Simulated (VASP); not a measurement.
Si2Bi2Se:

```
CELL_PARAMETERS angstrom
5.90000 -3.60000 0.00000
5.90000 3.60000 0.00000
0.00000 0.00000 6.40000
ATOMIC_POSITIONS crystal
Si 0.67280 0.97460 0.71850
Si 0.02540 0.32720 0.71850
Si 0.32720 0.02540 0.21850
Si 0.97460 0.67280 0.21850
Bi 0.90370 0.65810 0.86530
Bi 0.34190 0.09630 0.86530
Bi 0.09630 0.34190 0.36530
Bi 0.65810 0.90370 0.36530
Se 0.78730 0.21270 0.77000
Se 0.21270 0.78730 0.27000
```

| Property | Result |
| --- | --- |
| Program | VASP 6.6.1 |
| Task | relaxation of cell and atoms |
| Functional | PBE |
| Potentials or basis | VASP PAW PBE potentials, release 64 (Si, Bi_d, Se) |
| Cutoff | 600 eV |
| k mesh | 2 × 2 × 2 |
| Occupations | gaussian, width 0.15 eV |
| Spin | no spin polarisation |

At the start: pressure 34.2 GPa; volume 27.19 Å³/atom.

Task: Where does the relaxation end?

Result: Over 34 steps the energy falls by 1553.0 meV/atom and the volume is 31.62 Å³/atom (+16.3 %); space group Cmc2_1 (No. 36, to 0.1 Å) before and after.

Step by step:
```
step  energy change (eV)  largest force (eV/Å)  pressure (GPa)  volume (Å³)
   1              0.0000                3.1497           34.23       271.87
   2             -9.3706                0.6270           -4.06       568.47
   3            -11.7163                0.9933            0.36       419.48
   4            -11.7216                0.9655           -0.18       428.18
   5            -11.7231                0.9774            0.04       424.59
   6            -11.9760                0.6610           -0.20       427.31
   7            -11.9943                0.6818           -0.21       428.24
   8            -12.1762                0.7417           -0.35       426.05
   9            -12.5926                1.0399           -0.74       419.44
  10            -12.4739                2.3952           -1.21       406.01
  11            -12.7190                1.3862           -0.98       414.19
  12            -12.7889                1.3803           -1.00       412.50
  13            -12.9890                1.3494           -1.07       407.40
  14            -13.3317                1.3241           -1.23       397.19
  15            -13.6896                1.2720           -1.59       376.74
  16            -13.9958                1.0450           -1.07       368.06
  17            -14.4179                0.9541            1.33       342.63
  18            -14.6848                0.7530            0.99       341.50
  19            -15.0506                0.7308            0.09       337.87
  20            -15.2440                0.3679           -0.53       338.05
  21            -15.2672                0.3422           -0.73       338.06
  22            -15.3247                0.3148            0.13       331.24
  23            -15.3281                0.3781            0.41       329.21
  24            -15.3687                0.2926            0.28       329.89
  25            -15.3966                0.3021            0.07       331.16
  26            -15.4243                0.1678           -0.33       332.27
  27            -15.4329                0.2033           -0.70       333.33
  28            -15.4643                0.1948           -0.28       328.04
  29            -15.4779                0.2797            0.28       321.66
  30            -15.5049                0.1622            0.22       319.91
  31            -15.5155                0.1625            0.17       317.79
  32            -15.5253                0.0961           -0.27       318.63
  33            -15.5257                0.1035           -0.20       318.50
  34            -15.5298                0.0468            0.07       316.24
```

Final structure:
```xyz
10
Lattice="6.0999 -3.7120 0.0000 6.0999 3.7120 0.0000 0.0000 0.0000 6.9832" Properties=species:S:1:pos:R:3 pbc="T T T"
Si   10.2766    1.1436    5.0275
Si    1.9232    1.1436    5.0275
Si    1.9232   -1.1436    1.5359
Si   10.2766   -1.1436    1.5359
Bi    4.3091    2.2362    5.7993
Bi    7.8908    2.2362    5.7993
Bi    7.8908   -2.2362    2.3077
Bi    4.3091   -2.2362    2.3077
Se    6.0999   -1.4886    5.8433
Se    6.0999    1.4886    2.3518
```

Caveat: the k points lie up to 0.50 Å⁻¹ apart in the final cell; the volume moved by over 15 % at a fixed basis, so the end points are rough; the relaxation stopped at a loose force limit of 0.08 eV/Å, so its end isn't a converged minimum.
